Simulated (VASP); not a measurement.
Set up this calculation in VASP 6.6.1, as the native input.

* Task: single point
* Functional: PBEsol
* Potentials or basis: VASP PAW PBE potentials, release 64 (Re)
* Cutoff: 520 eV
* k mesh: 20 × 20 × 20
* Occupations: gaussian, width 0.15 eV
* Spin: no spin polarisation
* Dipole correction: no
* Further INCAR settings: ALGO = Fast; EDIFF = 1e-06; NBANDS = 10

The structure of Re lies in POSCAR:

```
Re
1.0
    0.0000000000      1.9453750000      1.9750000000
    2.0046250000      0.0000000000      1.9750000000
    2.0046250000      1.9453750000      0.0000000000
Re
1
Direct
    0.0000000000      0.0000000000      0.0000000000
```

This cell differs from its parent crystal: strain +0.0150 x Voigt [1, -1, 0, 0, 0, 0].

The input as run:

INCAR

```
SYSTEM = Re
PREC = Accurate ; ENCUT = 520
EDIFF = 1E-6 ; ISMEAR = 0
SIGMA = 0.15 ; LREAL = .FALSE.
LASPH = .TRUE. ; NELM = 80
ALGO = Fast ; ISIF = 2
LWAVE = .FALSE. ; LCHARG = .FALSE.
GGA = PS ; NBANDS = 10
```

KPOINTS

```
regular mesh
0
G
  20 20 20
  0 0 0
```

Potentials or basis: VASP PAW PBE potentials, release 64 (Re).

Run with:

```bash
$ cat potpaw_PBE.64/Re/POTCAR > POTCAR
$ mpirun -np 1 vasp_std > vasp.out
```

It gave:

```json
{
  "Pressure": "-18.9 GPa"
}
```

Caveat: the cell differs from its parent crystal (strain +0.0150 x Voigt [1, -1, 0, 0, 0, 0]); the PAW data sets were made with another functional, which shifts forces and pressure a little.

Run time: 99 s on 1 thread of Intel(R) Xeon(R) 6975P-C (Granite Rapids) (shared host), peak memory 0.3 GiB.
